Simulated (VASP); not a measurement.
Set up this calculation in VASP 6.6.1, as the native input.

| Quantity | Value |
| --- | --- |
| Task | single point |
| Functional | PBE |
| Potentials or basis | VASP PAW PBE potentials, release 64 (Be, Cd, S) |
| Cutoff | 600 eV |
| k mesh | 6 × 6 × 6 |
| Occupations | gaussian, width 0.1 eV |
| Spin | no spin polarisation |
| Dipole correction | no |
| Further INCAR settings | ALGO = Normal; EDIFF = 1e-06; NBANDS = 24 |

The structure of Be3CdS2 lies in POSCAR:

```
Be3CdS2
1.0
    2.5878858500      1.4941165900      3.9595970100
   -2.5878858500      1.4941165900      3.9595970100
    0.0000000000     -2.9882331800      3.9595970100
Be Cd S
3 1 2
Direct
    0.0000000000      0.5000000000      0.0000000000
    0.5000000000      0.0000000000      0.0000000000
    0.0000000000      0.0000000000      0.5000000000
    0.0000000000      0.0000000000      0.0000000000
    0.6272294500      0.6272294500      0.6272294500
    0.3727705500      0.3727705500      0.3727705500
```

The cell was generated, and may not be a known phase.

One way to write it, as run:

INCAR

```
SYSTEM = Be3CdS2
PREC = Accurate
ENCUT = 600
EDIFF = 1E-6
ISMEAR = 0
SIGMA = 0.1
LREAL = .FALSE.
LASPH = .TRUE.
NELM = 120
ALGO = Normal
ISIF = 2
LWAVE = .FALSE.
LCHARG = .FALSE.
GGA = PE
NBANDS = 24
GGA_COMPAT = .FALSE.
```

KPOINTS

```
Automatic mesh
0
G
  6 6 6
  0 0 0
```

Potentials or basis: VASP PAW PBE potentials, release 64 (Be, Cd, S).

Command:

```bash
$ cat potpaw_PBE.64/Be/POTCAR potpaw_PBE.64/Cd/POTCAR potpaw_PBE.64/S/POTCAR > POTCAR
$ mpirun -np 1 vasp_std > vasp.out
```

It gave:

The pressure is -3.9 GPa. The largest force is 0.164 eV/Å and the band gap on the k mesh is zero (bands 15 and 16 overlap by 0.14 eV).

Caveat: the cell stands under tension; semilocal functionals underestimate gaps, and a narrow one can read as zero.

It took 45 s on 1 thread of Intel(R) Xeon(R) 6975P-C (Granite Rapids), with other jobs on the host, peak memory 0.28 GiB.
